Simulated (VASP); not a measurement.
# Se (R-3m) in VASP: relaxation of cell and atoms with r2SCAN

Aim: the relaxation of cell and atoms of Se with r2SCAN.

Program: VASP 6.6.1. These are calculated values, not measurements. Logs are shortened: lines on timing, memory, paths and dates and some standing lists are left out, and cuts for length are marked.

**1. The cell of the first run**

It takes space group R-3m (No. 166, trigonal). The conventional cell has a = 4.001 Å, b = 4.001 Å, c = 4.817 Å, α = 90.00°, β = 90.00°, γ = 120.00°. Se (site symmetry -3m) has 6 Se at 2.81 Å within 3.7 Å.

**2. Relaxation of cell and atoms, r2SCAN**

File POSCAR:

```
Se
1.0
    2.0004411501      1.1549552365      1.6057900815
   -2.0004411501      1.1549552365      1.6057900815
    0.0000000000     -2.3099104730      1.6057900815
Se
1
Direct
    0.0000000000      0.0000000000      0.0000000000
```

File INCAR.step1:

```
SYSTEM = Se
PREC = Accurate
ENCUT = 600
ISMEAR = -1
SIGMA = 0.15
LREAL = .False.
LASPH = .True.
NELM = 100
GGA = PE
ALGO = Normal
EDIFF = 1E-4
LWAVE = .True.
LCHARG = .False.
```

File INCAR.step2:

```
SYSTEM = Se
PREC = Accurate
ENCUT = 600
EDIFF = 1E-7
ISMEAR = -1
SIGMA = 0.15
LREAL = .False.
LASPH = .True.
NELM = 100
ALGO = Normal
ISIF = 3
LWAVE = .False.
LCHARG = .False.
METAGGA = R2SCAN
LMIXTAU = .True.
IBRION = 2
NSW = 80
EDIFFG = -0.001
ISTART = 1
```

File KPOINTS:

```
Automatic mesh
0
Gamma
  15 15 15
  0 0 0
```

Potentials or basis: VASP PAW PBE potentials, release 64 (Se).

Command:

```console
> cat potpaw_PBE.64/Se/POTCAR > POTCAR
> cp INCAR.step1 INCAR
> mpirun -np 1 vasp_std > vasp.out
> cp INCAR.step2 INCAR
> mpirun -np 1 vasp_std > vasp.out
```

OUTCAR:

```text
SYSTEM = Se
   PREC = Accurate
   ENCUT = 600
   EDIFF = 1E-7
   ISMEAR = -1
   LREAL = .False.
   LASPH = .True.
   NELM = 100
   ISIF = 3
   METAGGA = R2SCAN
   IBRION = 2
   NSW = 80
   EDIFFG = -0.001
   ISTART = 1

 ion  position               nearest neighbor table
   1  0.000  0.000  0.000-

  LATTYP: Found a trigonal (rhomboedric) cell.
 ALAT       =     2.8132273600
 COS(alpha) =    -0.0112810982

  Lattice vectors:

 A1 = (   2.0004411501,   1.1549552365,   1.6057900815)
 A2 = (  -2.0004411501,   1.1549552365,   1.6057900815)
 A3 = (   0.0000000000,  -2.3099104730,   1.6057900815)

Analysis of symmetry for initial positions (statically):
=====================================================================
 Subroutine PRICEL returns:
 Original cell was already a primitive cell.

 Routine SETGRP: Setting up the symmetry group for a
 trigonal (rhombohedral) supercell.

 Subroutine GETGRP returns: Found 12 space group operations
 (whereof 12 operations were pure point group operations)
 out of a pool of 12 trial point group operations.

The static configuration has the point symmetry D_3d.

Analysis of symmetry for dynamics (positions and initial velocities):
=====================================================================
 Subroutine PRICEL returns:
 Original cell was already a primitive cell.

 Routine SETGRP: Setting up the symmetry group for a
 trigonal (rhombohedral) supercell.

 Subroutine GETGRP returns: Found 12 space group operations
 (whereof 12 operations were pure point group operations)
 out of a pool of 12 trial point group operations.

The dynamic configuration has the point symmetry D_3d.

 Subroutine INISYM returns: Found 12 space group operations
 (whereof 12 operations are pure point group operations),
 and found     1 'primitive' translations

----------------------------------------------------------------------------------------

                                     Primitive cell

  volume of cell :      22.2603

  direct lattice vectors                    reciprocal lattice vectors
     2.000441150  1.154955236  1.605790081     0.249944868  0.144305737  0.207582135
    -2.000441150  1.154955236  1.605790081    -0.249944868  0.144305737  0.207582135
     0.000000000 -2.309910473  1.605790081     0.000000000 -0.288611474  0.207582135

[... 105 lines left out ...]
   LORBIT       =      0    0 simple, 1 ext, 2 COOP (PROOUT), +10 PAW based schemes
   METAGGA = R2SCAN    functional components
   LHFCALC =     F    Hartree Fock is set to
   AEXX    =    0.0000 exact exchange contribution
   IVDW    =     0    specifies the selected vdW correction
   LEPSILON=     F    determine dielectric tensor
   LRPA    =     F    only Hartree local field effects (RPA)
 conjugate gradient relaxation of ions
 non-spin polarized calculation
  energy-cutoff  :      600.00
  volume of cell :       22.26
 maximum number of plane-waves:       755
   NGX = 11   NGY = 11   NGZ = 11

--------------------------------------- Ionic step        1  -------------------------------------------

 number of electron       5.9999999 magnetization

 Free energy of the ion-electron system (eV)
  ---------------------------------------------------
  ext. energy  EPLUGINS =         0.00000000
  ---------------------------------------------------
  free energy    TOTEN  =       -14.07574233 eV

  energy without entropy =      -14.04286387  energy(sigma->0) =      -14.05930310

------------------------ aborting loop because EDIFF is reached ----------------------------------------

  FORCE on cell =-STRESS in cart. coord.  units (eV):
  Direction    XX          YY          ZZ          XY          YZ          ZX
  --------------------------------------------------------------------------------------
  -------------------------------------------------------------------------------------
  Total       -0.0050847     -0.0050847      0.0313749      0.0000000      0.0000000      0.0000000
  in kB       -0.3659697     -0.3659697      2.2581980      0.0000000      0.0000000      0.0000000
  external PRESSURE =       0.5087529 kB  Pullay stress =       0.0000000 kB
[... 86 lines left out ...]
  FREE ENERGIE OF THE ION-ELECTRON SYSTEM (eV)
  ---------------------------------------------------
  free  energy   TOTEN  =       -14.0758252851 eV

  energy  without entropy=      -14.0427575353  energy(sigma->0) =      -14.05929141

[... ionic steps 4 to 15 ...]

--------------------------------------- Ionic step       16  -------------------------------------------

 number of electron       5.9999999 magnetization

------------------------ aborting loop because EDIFF is reached ----------------------------------------
[... 65 lines left out ...]
--------------------------------------- Ionic step       18  -------------------------------------------

 number of electron       5.9999999 magnetization

 Free energy of the ion-electron system (eV)
  ---------------------------------------------------
  ext. energy  EPLUGINS =         0.00000000
  ---------------------------------------------------
  free energy    TOTEN  =       -14.07595397 eV

  energy without entropy =      -14.04300002  energy(sigma->0) =      -14.05947700

 E-fermi :   4.6667     XC(G=0): -10.5063

 val. band max:        4.6529828917   @ k =  -0.3333  -0.3333   0.2000
 cond. band min:       4.6849485585   @ k =   0.2000   0.1333   0.1333
 fundamental gap:      0.0319656668
 Fermi energy:         4.6666788690

 k-point     1 :       0.0000    0.0000    0.0000
  band No.  band energies     occupation
      1     -12.2163      2.00000
      2       6.1416      0.00011
      3       6.1450      0.00010
      4       6.1450      0.00010
      5      12.8538      0.00000
      6      12.8538      0.00000
      7      13.4497      0.00000
[... 221 lines left out ...]
 k-point    24 :       0.2000    0.1333    0.0000
  band No.  band energies     occupation
      1     -11.3629      2.00000
      2       2.3618      2.00000
      3       4.3604      1.77026
      4       6.8008      0.00000
      5      13.9674      0.00000
      6      16.2356      0.00000
      7      18.0938      0.00000

 [... further k-points ...]

------------------------ aborting loop because EDIFF is reached ----------------------------------------

  FORCE on cell =-STRESS in cart. coord.  units (eV):
  Direction    XX          YY          ZZ          XY          YZ          ZX
  --------------------------------------------------------------------------------------
  -------------------------------------------------------------------------------------
  Total       -0.0008341     -0.0008341      0.0005771     -0.0000000     -0.0000000      0.0000000
  in kB       -0.0599788     -0.0599788      0.0415015     -0.0000000     -0.0000000      0.0000000
  external PRESSURE =      -0.0261520 kB  Pullay stress =       0.0000000 kB
[... 16 lines left out ...]
  FREE ENERGIE OF THE ION-ELECTRON SYSTEM (eV)
  ---------------------------------------------------
  free  energy   TOTEN  =       -14.0759539742 eV

  energy  without entropy=      -14.0430000245  energy(sigma->0) =      -14.05947700

 reached required accuracy - stopping structural energy minimisation
```

OSZICAR.step1:

```text
N       E                     dE             d eps       ncg     rms          rms(c)
DAV:   1     0.124169658651E+02    0.12417E+02   -0.31433E+03  4830   0.823E+02
DAV:   2    -0.303613271581E+01   -0.15453E+02   -0.14723E+02  6692   0.885E+01
DAV:   3    -0.334279843209E+01   -0.30667E+00   -0.30390E+00  5600   0.139E+01
DAV:   4    -0.334334300619E+01   -0.54457E-03   -0.54453E-03  7196   0.668E-01
DAV:   5    -0.334334351981E+01   -0.51363E-06   -0.51368E-06  5649   0.142E-02    0.379E+00
DAV:   6    -0.334656982231E+01   -0.32263E-02   -0.73007E-04  6440   0.253E-01    0.227E+00
DAV:   7    -0.334889449073E+01   -0.23247E-02   -0.17168E-03  5208   0.386E-01    0.476E-02
DAV:   8    -0.334895203741E+01   -0.57547E-04   -0.73891E-05  6153   0.743E-02
   1 F= -.33489520E+01 E0= -.33316081E+01  d E =-.346879E-01
```

Wall time 11 min (1 thread of Intel Xeon Platinum 8488C (Sapphire Rapids), shared host); peak memory 0.19 GiB.

Results:

```yaml
Free_energy: -14.0760 eV
Relaxed_volume: 22.28 Å³/atom
Relaxed_cell: a = 2.814 Å, b = 2.814 Å, c = 2.814 Å, α = 90.02°, β = 90.02°, γ = 90.02°
Space_group_after_relaxing_to_0.1_Å: Pm-3m (No. 221)
Energy_gained_by_relaxing: 0.2 meV/atom
Ionic_steps: 18
Pressure_after_relaxing: 0.0 GPa
Band_gap_on_the_k_mesh: zero (bands 3 and 4 overlap by 6.54 eV)
```

The path:
```csv
step,energy change (eV),largest force (eV/Å),pressure (GPa),volume (Å³)
1,0.0000,0.0000,0.05,22.26
2,0.0000,0.0000,-0.03,22.28
3,-0.0001,0.0000,-0.20,22.34
4,-0.0001,0.0000,-0.18,22.33
5,-0.0002,0.0000,-0.13,22.32
6,-0.0002,0.0000,-0.02,22.29
7,-0.0002,0.0000,0.02,22.27
8,-0.0002,0.0000,0.02,22.28
9,-0.0002,0.0000,-0.01,22.28
10,-0.0002,0.0000,0.01,22.28
11,-0.0002,0.0000,0.01,22.28
12,-0.0002,0.0000,-0.02,22.29
13,-0.0002,0.0000,-0.01,22.28
14,-0.0002,0.0000,-0.01,22.28
15,-0.0002,0.0000,-0.01,22.28
16,-0.0002,0.0000,-0.01,22.28
17,-0.0002,0.0000,0.00,22.28
18,-0.0002,0.0000,0.00,22.28
```

Final structure:
```
Se
1.0
     1.99008    1.14897    1.62396
    -1.99008    1.14897    1.62396
     0.00000   -2.29795    1.62396
Se
1
Direct
  0.00000 0.00000 0.00000
```

Levels at points of the mesh, in eV from the Fermi level:
```
           k point  band 1  band 2  band 3  band 4  band 5  band 6  band 7
(0.00, 0.00, 0.00)  -16.88    1.47    1.48    1.48    8.19    8.19    8.78
```

Caveat: the PAW data sets were made with another functional, which shifts forces and pressure a little.

The gap in the log of VASP goes by the Fermi energy; the results here count the filled bands.